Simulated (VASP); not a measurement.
# Mn (P6_3/mmc) in VASP: notebook

Runs on Mn. Level: PBE. Tasks: relaxation of shape and atoms at fixed volume.

Everything below comes from runs of VASP 6.6.1. Logs are shortened: lines on timing, memory, paths and dates and some standing lists are left out, and cuts for length are marked.

## (1) The cell of the first run

It takes space group P6_3/mmc (No. 194, hexagonal). Conventional cell: a = 2.070 Å, b = 2.070 Å, c = 3.348 Å, α = 90.00°, β = 90.00°, γ = 120.00°. Within 2.7 Å of Mn (site symmetry -6m2) lie 12 Mn at 2.06 to 2.07 Å.

This isn't the form of Mn at room conditions, which is a 58-atom cubic cell.

## (2) Relaxation of shape and atoms at fixed volume, PBE

File INCAR:

```
SYSTEM = Mn
  ALGO = Normal
  EDIFF = 1E-7
  EDIFFG = -0.005
  ENCUT = 600
  GGA = PE
  IBRION = 2
  ISIF = 4
  ISMEAR = -1
  LASPH = .TRUE.
  LCHARG = .FALSE.
  LREAL = .FALSE.
  LWAVE = .FALSE.
  NELM = 60
  NSW = 50
  PREC = Accurate
  SIGMA = 0.05
```

File KPOINTS:

```
k-points
0
G
  17 17 9
  0 0 0
```

File POSCAR:

```
Mn
1.0
    2.0695505549      0.0000000000      0.0000000000
   -1.0347752775      1.7922833550      0.0000000000
    0.0000000000      0.0000000000      3.3481016902
Mn
2
Direct
    0.3333333333      0.6666666667      0.2500000000
    0.6666666667      0.3333333333      0.7500000000
```

Potentials or basis: VASP PAW PBE potentials, release 64 (Mn_pv).

Started as:

```console
$ cat potpaw_PBE.64/Mn_pv/POTCAR > POTCAR
$ mpirun -np 1 vasp_std > vasp.out
```

OUTCAR:

```text
SYSTEM = Mn
   EDIFF = 1E-7
   EDIFFG = -0.005
   ENCUT = 600
   GGA = PE
   IBRION = 2
   ISIF = 4
   ISMEAR = -1
   LASPH = .TRUE.
   LREAL = .FALSE.
   NELM = 60
   NSW = 50
   PREC = Accurate

 ion  position               nearest neighbor table
   1  0.333  0.667  0.250-   2 2.06   2 2.06   2 2.06   2 2.06   2 2.06   2 2.06   2 2.92   2 2.92
                             2 2.92   2 2.92   2 2.92   2 2.92
   2  0.667  0.333  0.750-   1 2.06   1 2.06   1 2.06   1 2.06   1 2.06   1 2.06   1 2.92   1 2.92
                             1 2.92   1 2.92   1 2.92   1 2.92

  LATTYP: Found a hexagonal cell.
 ALAT       =     2.0695505549
 C/A-ratio  =     1.6177916902

  Lattice vectors:

 A1 = (   2.0695505549,   0.0000000000,   0.0000000000)
 A2 = (  -1.0347752775,   1.7922833550,   0.0000000000)
 A3 = (   0.0000000000,   0.0000000000,   3.3481016902)

Analysis of symmetry for initial positions (statically):
=====================================================================
 Subroutine PRICEL returns:
 Original cell was already a primitive cell.

 Routine SETGRP: Setting up the symmetry group for a
 hexagonal supercell.

 Subroutine GETGRP returns: Found 24 space group operations
 (whereof 12 operations were pure point group operations)
 out of a pool of 24 trial point group operations.

The static configuration has the point symmetry D_3d.
 The point group associated with its full space group is D_6h.

Analysis of symmetry for dynamics (positions and initial velocities):
=====================================================================
 Subroutine PRICEL returns:
 Original cell was already a primitive cell.

 Routine SETGRP: Setting up the symmetry group for a
 hexagonal supercell.

 Subroutine GETGRP returns: Found 24 space group operations
 (whereof 12 operations were pure point group operations)
 out of a pool of 24 trial point group operations.

The dynamic configuration has the point symmetry D_3d.
 The point group associated with its full space group is D_6h.

 Subroutine INISYM returns: Found 24 space group operations
 (whereof 12 operations are pure point group operations),
 and found     1 'primitive' translations

----------------------------------------------------------------------------------------

                                     Primitive cell

  volume of cell :      12.4188

  direct lattice vectors                    reciprocal lattice vectors
     2.069550555  0.000000000  0.000000000     0.483196701  0.278973745  0.000000000
    -1.034775278  1.792283355  0.000000000     0.000000000  0.557947490  0.000000000
     0.000000000  0.000000000  3.348101690     0.000000000  0.000000000  0.298676711

  length of vectors
     2.069550555  2.069550555  3.348101690     0.557947490  0.557947490  0.298676711

  position of ions in fractional coordinates (direct lattice)
     0.333333333  0.666666667  0.250000000
     0.666666667  0.333333333  0.750000000

  ion indices of the primitive-cell ions
   primitive index   ion index
                 1           1
                 2           2

----------------------------------------------------------------------------------------

 KPOINTS: k-points

Automatic generation of k-mesh.
 Grid dimensions read from file:
 generate k-points for:   17   17    9

 Generating k-lattice:

  Cartesian coordinates                     Fractional coordinates (reciprocal lattice)
     0.028423335  0.016410220  0.000000000     0.058823529  0.000000000  0.000000000
     0.000000000  0.032820441  0.000000000     0.000000000  0.058823529  0.000000000
     0.000000000  0.000000000  0.033186301     0.000000000  0.000000000  0.111111111

  Length of vectors
     0.032820441  0.032820441  0.033186301

  Shift w.r.t. Gamma in fractional coordinates (k-lattice)
     0.000000000  0.000000000  0.000000000

 Subroutine IBZKPT returns following result:
 ===========================================

 Found    165 irreducible k-points:

 Following reciprocal coordinates:
            Coordinates               Weight
  0.000000  0.000000  0.000000      1.000000
  0.058824  0.000000  0.000000      6.000000
  0.117647  0.000000  0.000000      6.000000
  0.176471  0.000000  0.000000      6.000000
  0.235294  0.000000  0.000000      6.000000
  0.294118  0.000000  0.000000      6.000000
[... 16 lines left out ...]
  0.411765  0.117647  0.000000     12.000000
  0.176471  0.176471  0.000000      6.000000
 [... further k-points ...]
   k-points           NKPTS =    165   k-points in BZ     NKDIM =    165   number of bands    NBANDS=     17
   number of dos      NEDOS =    301   number of ions     NIONS =      2
   total plane-waves  NPLWV =   9072
   dimension x,y,z NGX =    18 NGY =   18 NGZ =   28
   dimension x,y,z NGXF=    36 NGYF=   36 NGZF=   56
   ions per type =               2
   NGX,Y,Z   is equivalent  to a cutoff of  14.46, 14.46, 13.90 a.u.
   NGXF,Y,Z  is equivalent  to a cutoff of  28.92, 28.92, 27.81 a.u.
 SYSTEM =  Mn
   PREC   = accura    normal or accurate (medium, high low for compatibility)
   ISTART =      0    job   : 0-new  1-cont  2-samecut
   ICHARG =      2    charge: 1-file 2-atom 10-const
   ISPIN  =      1    spin polarized calculation?
   LNONCOLLINEAR =      F non collinear calculations
   LSORBIT =      F    spin-orbit coupling
   LASPH  =      T    aspherical Exc in radial PAW
   ENCUT  =  600.0 eV  44.10 Ry    6.64 a.u.   4.13  4.13  6.69*2*pi/ulx,y,z
   NELM   =     60;   NELMIN=  2; NELMDL= -5     # of ELM steps
   EDIFF  = 0.1E-06   stopping-criterion for ELM
   LREAL  =      F    real-space projection
   EDIFFG = -.5E-02   stopping-criterion for IOM
   NSW    =     50    number of steps for IOM
   IBRION =      2    ionic relax: 0-MD 1-quasi-New 2-CG
   NFREE  =      1    steps in history (QN), initial steepest desc. (CG)
   ISIF   =      4    stress and relaxation
   ISYM   =      2    0-nonsym 1-usesym 2-fastsym
   POTIM  = 0.5000    time-step for ionic-motion
   TEBEG  =    0.0;   TEEND  =   0.0 temperature during run
   PSTRESS=    0.0 pullay stress
   NELECT =      26.0000    total number of electrons
   NUPDOWN=      -1.0000    fix difference up-down
   EMIN   =  10.00;   EMAX   =-10.00  energy-range for DOS
   EFERMI =   0.00;   METHOD = LEGACY
   ISMEAR =    -1;   SIGMA  =   0.05  broadening in eV -4-tet -1-fermi 0-gaus
   EFERMI_NEDOS =   21; number of points for ismear=-14 and -15
   IALGO  =     38    algorithm
   IMIX   =      4    mixing-type and parameters
     AMIX     =   0.40;   BMIX     =  1.00
     AMIX_MAG =   1.60;   BMIX_MAG =  1.00
  volume/ion in A,a.u.               =       6.21        41.90
  Fermi-wavevector in a.u.,A,eV,Ry     =   2.094300  3.957653 59.676394  4.386091
  Thomas-Fermi vector in A             =   3.085839
   LORBIT       =      0    0 simple, 1 ext, 2 COOP (PROOUT), +10 PAW based schemes
   GGA     = PE    functional components
   LHFCALC =     F    Hartree Fock is set to
   AEXX    =    0.0000 exact exchange contribution
   IVDW    =     0    specifies the selected vdW correction
   LEPSILON=     F    determine dielectric tensor
   LRPA    =     F    only Hartree local field effects (RPA)
 conjugate gradient relaxation of ions
 non-spin polarized calculation
  energy-cutoff  :      600.00
  volume of cell :       12.42
 maximum number of plane-waves:       428
 NGX is ok and might be reduce to    18
   NGX =  9   NGY =  9   NGZ = 13

--------------------------------------- Ionic step        1  -------------------------------------------

 number of electron      26.0000018 magnetization

 Free energy of the ion-electron system (eV)
  ---------------------------------------------------
  ext. energy  EPLUGINS =         0.00000000
  ---------------------------------------------------
  free energy    TOTEN  =        -9.26450945 eV

  energy without entropy =       -9.25309565  energy(sigma->0) =       -9.25880255

------------------------ aborting loop because EDIFF is reached ----------------------------------------

  FORCE on cell =-STRESS in cart. coord.  units (eV):
  Direction    XX          YY          ZZ          XY          YZ          ZX
  --------------------------------------------------------------------------------------
  -------------------------------------------------------------------------------------
  Total       38.5972104     38.5972104     37.9218931     -0.0000000      0.0000000      0.0000000
  in kB     4979.4932482   4979.4932484   4892.3693906     -0.0000001      0.0000000      0.0000000
  external PRESSURE =    4950.4519624 kB  Pullay stress =       0.0000000 kB
[... 57 lines left out ...]
  energy  without entropy=       -9.2488910986  energy(sigma->0) =       -9.25452767

--------------------------------------- Ionic step        3  -------------------------------------------

 number of electron      26.0000022 magnetization

 Free energy of the ion-electron system (eV)
  ---------------------------------------------------
  ext. energy  EPLUGINS =         0.00000000
  ---------------------------------------------------
  free energy    TOTEN  =        -9.26564749 eV

  energy without entropy =       -9.25438154  energy(sigma->0) =       -9.26001452

 E-fermi :  20.4678     XC(G=0): -17.6636

 val. band max:       20.4599491872   @ k =   0.2941   0.1176   0.3333
 cond. band min:      20.4729831645   @ k =   0.3529   0.2353   0.4444
 fundamental gap:      0.0130339774
 Fermi energy:        20.4677558830

 k-point     1 :       0.0000    0.0000    0.0000
  band No.  band energies     occupation
      1     -30.2574      2.00000
      2     -26.7526      2.00000
      3     -26.7526      2.00000
      4     -26.2555      2.00000
      5     -26.2555      2.00000
      6     -26.1945      2.00000
[... 9 lines left out ...]
     16      23.6178      0.00000
     17      23.6178      0.00000
[... 443 lines left out ...]
      1     -29.2178      2.00000
      2     -28.4529      2.00000
      3     -28.4211      2.00000
      4     -27.3184      2.00000
      5     -26.8007      2.00000
      6     -26.6545      2.00000
[... 9 lines left out ...]
     16      23.8541      0.00000
     17      24.1289      0.00000

 [... further k-points ...]

------------------------ aborting loop because EDIFF is reached ----------------------------------------

  FORCE on cell =-STRESS in cart. coord.  units (eV):
  Direction    XX          YY          ZZ          XY          YZ          ZX
  --------------------------------------------------------------------------------------
  -------------------------------------------------------------------------------------
  Total       38.3699409     38.3699409     38.3648963     -0.0000000      0.0000000      0.0000000
  in kB     4950.1728156   4950.1728160   4949.5220066     -0.0000002      0.0000000      0.0000000
  external PRESSURE =    4949.9558794 kB  Pullay stress =       0.0000000 kB
[... 17 lines left out ...]
  FREE ENERGIE OF THE ION-ELECTRON SYSTEM (eV)
  ---------------------------------------------------
  free  energy   TOTEN  =        -9.2656474873 eV

  energy  without entropy=       -9.2543815433  energy(sigma->0) =       -9.26001452

 reached required accuracy - stopping structural energy minimisation
```

Run time: 76 s. Hardware: 1 thread of AMD EPYC 7R13 (Zen 3), shared host; peak memory 0.12 GiB.

Results:

* Free energy: -9.2656 eV
* Energy gained by relaxing: 0.6 meV/atom
* Ionic steps: 3
* Pressure after relaxing: 495.0 GPa
* Band gap on the k mesh: zero (bands 13 and 14 overlap by 4.17 eV)

Step by step:
```csv
step,energy change (eV),largest force (eV/Å),pressure (GPa),volume (Å³)
1,0.0000,0.0000,495.05,12.42
2,0.0043,0.0000,495.18,12.42
3,-0.0011,0.0000,495.00,12.42
```

Final structure:
```cif
data_structure
_symmetry_space_group_name_H-M 'P 1'
_symmetry_Int_Tables_number 1
_cell_length_a 2.0730
_cell_length_b 2.0730
_cell_length_c 3.3369
_cell_angle_alpha 90.000
_cell_angle_beta 90.000
_cell_angle_gamma 120.000
_cell_volume 12.42
loop_
_atom_site_label
_atom_site_type_symbol
_atom_site_fract_x
_atom_site_fract_y
_atom_site_fract_z
_atom_site_occupancy
Mn1 Mn 0.33333 0.66667 0.25000 1
Mn2 Mn 0.66667 0.33333 0.75000 1
```

Levels at points of the mesh, in eV from the Fermi level:
| k point | band 11 | band 12 | band 13 | band 14 | band 15 | band 16 |
| --- | --- | --- | --- | --- | --- | --- |
| (0.00, 0.00, 0.00) | -2.34 | -1.32 | -1.32 | -0.27 | -0.27 | 3.15 |

Caveat: atoms lie so close that the PAW spheres overlap strongly, which falsifies energies and pressures; the run has no spin polarisation, though such a crystal can be magnetic. Spin polarisation is off, so any magnetic state and its effect on volume and gap are missing.

## (3) Relaxation of shape and atoms at fixed volume, PBE

This run uses another cell than the first one, of 7.28 Å³/atom.

File INCAR:

```
SYSTEM = Mn
PREC = Accurate
ENCUT = 600
EDIFF = 1E-6
ISMEAR = -1
SIGMA = 0.05
LREAL = .FALSE.
LASPH = .TRUE.
NELM = 80
ALGO = Normal
ISIF = 4
LWAVE = .FALSE.
LCHARG = .FALSE.
GGA = PE
IBRION = 2
NSW = 50
EDIFFG = -0.005
```

File KPOINTS:

```
regular mesh
0
G
  17 17 9
  0 0 0
```

File POSCAR:

```
Mn
1.0
    2.1822425165      0.0000000000      0.0000000000
   -1.0911212582      1.8898774565      0.0000000000
    0.0000000000      0.0000000000      3.5304138092
Mn
2
Direct
    0.3333333333      0.6666666667      0.2500000000
    0.6666666667      0.3333333333      0.7500000000
```

Potentials or basis: VASP PAW PBE potentials, release 64 (Mn_pv).

Started as:

```console
$ cat potpaw_PBE.64/Mn_pv/POTCAR > POTCAR
$ mpirun -np 1 vasp_std > vasp.out
```

Wall time 59 s (1 thread of AMD EPYC 7R13 (Zen 3), shared host); peak memory 0.13 GiB.

The run converged. Its results:

```yaml
Free_energy: -14.0818 eV
Energy_gained_by_relaxing: 0.1 meV/atom
Ionic_steps: 3
Pressure_after_relaxing: 251.4 GPa
Band_gap_on_the_k_mesh: zero (bands 13 and 14 overlap by 3.42 eV)
```

The path:
| step | energy change (eV) | largest force (eV/Å) | pressure (GPa) | volume (Å³) |
| --- | --- | --- | --- | --- |
| 1 | 0.0000 | 0.0000 | 251.57 | 14.56 |
| 2 | 0.0001 | 0.0000 | 251.40 | 14.56 |
| 3 | -0.0002 | 0.0000 | 251.44 | 14.56 |

Final structure:
```cif
data_structure
_symmetry_space_group_name_H-M 'P 1'
_symmetry_Int_Tables_number 1
_cell_length_a 2.1842
_cell_length_b 2.1842
_cell_length_c 3.5241
_cell_angle_alpha 90.000
_cell_angle_beta 90.000
_cell_angle_gamma 120.000
_cell_volume 14.56
loop_
_atom_site_label
_atom_site_type_symbol
_atom_site_fract_x
_atom_site_fract_y
_atom_site_fract_z
_atom_site_occupancy
Mn1 Mn 0.33333 0.66667 0.25000 1
Mn2 Mn 0.66667 0.33333 0.75000 1
```

Levels at points of the mesh, in eV from the Fermi level:
```
           k point  band 9  band 10  band 11  band 12  band 13  band 14  band 15  band 16  band 17
(0.00, 0.00, 0.00)   -1.81    -1.81    -1.77    -0.94    -0.94    -0.07    -0.07     2.08     2.66
```

Caveat: the run has no spin polarisation, though such a crystal can be magnetic.

## (4) Relaxation of shape and atoms at fixed volume, PBE

This run uses another cell than the first one, of 8.35 Å³/atom.

File INCAR:

```
PREC = Accurate
ENCUT = 600
EDIFF = 1E-7
ISMEAR = -1
SIGMA = 0.05
LREAL = F
LASPH = T
NELM = 80
ALGO = Normal
ISIF = 4
LWAVE = F
LCHARG = F
GGA = PE
IBRION = 2
NSW = 50
EDIFFG = -0.005
```

File KPOINTS:

```
Automatic mesh
0
Gamma
  17 17 9
```

File POSCAR:

```
Mn
1.0
    2.2843619073      0.0000000000      0.0000000000
   -1.1421809536      1.9783154432      0.0000000000
    0.0000000000      0.0000000000      3.6956217110
Mn
2
Direct
    0.3333333333      0.6666666667      0.2500000000
    0.6666666667      0.3333333333      0.7500000000
```

Started as:

```console
$ cat potpaw_PBE.64/Mn_pv/POTCAR > POTCAR
$ mpirun -np 1 vasp_std > vasp.out
```

Wall time 73 s (1 thread of AMD EPYC 7R13 (Zen 3), shared host); peak memory 0.13 GiB.

Results (log left out):

```yaml
Free_energy: -16.4824 eV
Energy_gained_by_relaxing: 0.0 meV/atom
Ionic_steps: 3
Pressure_after_relaxing: 120.4 GPa
Band_gap_on_the_k_mesh: zero (bands 13 and 14 overlap by 2.81 eV)
```

Final structure:
```cif
data_structure
_symmetry_space_group_name_H-M 'P 1'
_symmetry_Int_Tables_number 1
_cell_length_a 2.2857
_cell_length_b 2.2857
_cell_length_c 3.6914
_cell_angle_alpha 90.000
_cell_angle_beta 90.000
_cell_angle_gamma 120.000
_cell_volume 16.70
loop_
_atom_site_label
_atom_site_type_symbol
_atom_site_fract_x
_atom_site_fract_y
_atom_site_fract_z
_atom_site_occupancy
Mn1 Mn 0.33333 0.66667 0.25000 1
Mn2 Mn 0.66667 0.33333 0.75000 1
```

Levels at points of the mesh, in eV from the Fermi level:
```
           k point  band 10  band 11  band 12  band 13  band 14  band 15  band 16  band 17
(0.00, 0.00, 0.00)    -1.43    -1.41    -0.73    -0.73     0.00     0.00     1.41     2.25
```

Caveat: the run has no spin polarisation, though such a crystal can be magnetic.

## (5) Relaxation of shape and atoms at fixed volume, PBE

This run uses another cell than the first one, of 9.42 Å³/atom.

File INCAR:

```
SYSTEM = Mn
ALGO = Normal
EDIFF = 1E-6
EDIFFG = -0.005
ENCUT = 600
GGA = PE
IBRION = 2
ISIF = 4
ISMEAR = -1
LASPH = .True.
LCHARG = .False.
LREAL = .False.
LWAVE = .False.
NELM = 60
NSW = 50
PREC = Accurate
SIGMA = 0.05
```

File KPOINTS:

```
k-points
0
Gamma
  17 17 9
  0 0 0
```

File POSCAR:

```
Mn
1.0
    2.3780862362      0.0000000000      0.0000000000
   -1.1890431181      2.0594830930      0.0000000000
    0.0000000000      0.0000000000      3.8472481515
Mn
2
Direct
    0.3333333333      0.6666666667      0.2500000000
    0.6666666667      0.3333333333      0.7500000000
```

Started as:

```console
$ cat potpaw_PBE.64/Mn_pv/POTCAR > POTCAR
$ mpirun -np 1 vasp_std > vasp.out
```

Wall time 63 s (1 thread of AMD EPYC 7R13 (Zen 3), shared host); peak memory 0.14 GiB.

The run converged. Its results:

```yaml
Free_energy: -17.5601 eV
Energy_gained_by_relaxing: 0.0 meV/atom
Ionic_steps: 3
Pressure_after_relaxing: 47.5 GPa
Band_gap_on_the_k_mesh: zero (bands 13 and 14 overlap by 2.36 eV)
```

Final structure:
```
Mn
1.0
     2.37900    0.00000    0.00000
    -1.18950    2.06027    0.00000
     0.00000    0.00000    3.84430
Mn
2
Direct
  0.33333 0.66667 0.25000
  0.66667 0.33333 0.75000
```

Levels at points of the mesh, in eV from the Fermi level:
```
           k point  band 10  band 11  band 12  band 13  band 14  band 15  band 16  band 17
(0.00, 0.00, 0.00)    -1.17    -1.17    -0.58    -0.58     0.04     0.04     1.02     1.93
```

Caveat: the run has no spin polarisation, though such a crystal can be magnetic. Spin polarisation is off, so any magnetic state and its effect on volume and gap are missing.

## (6) Overview

```csv
cell,gap on the mesh (eV),pressure (GPa)
"relaxed from a = 2.070, b = 2.070, c = 3.348 Å, angles 90.0, 90.0, 120.0°, 2 atoms",none,495.0
"relaxed from a = 2.182, b = 2.182, c = 3.530 Å, angles 90.0, 90.0, 120.0°, 2 atoms",none,251.4
"relaxed from a = 2.284, b = 2.284, c = 3.696 Å, angles 90.0, 90.0, 120.0°, 2 atoms",none,120.4
"relaxed from a = 2.378, b = 2.378, c = 3.847 Å, angles 90.0, 90.0, 120.0°, 2 atoms",none,47.5
```

Alike in all rows: task relaxation of shape and atoms at fixed volume; level PBE; potentials or basis VASP PAW PBE potentials, release 64 (Mn_pv); no spin polarisation; k mesh 17 × 17 × 9; cutoff (eV) 600; smearing fermi-dirac 0.05 eV.

Caveats: the run has no spin polarisation, though such a crystal can be magnetic; atoms lie so close that the PAW spheres overlap strongly, which falsifies energies and pressures (at least some runs).

Total energies depend on the potentials used, so only differences within one code and one set of settings carry meaning.
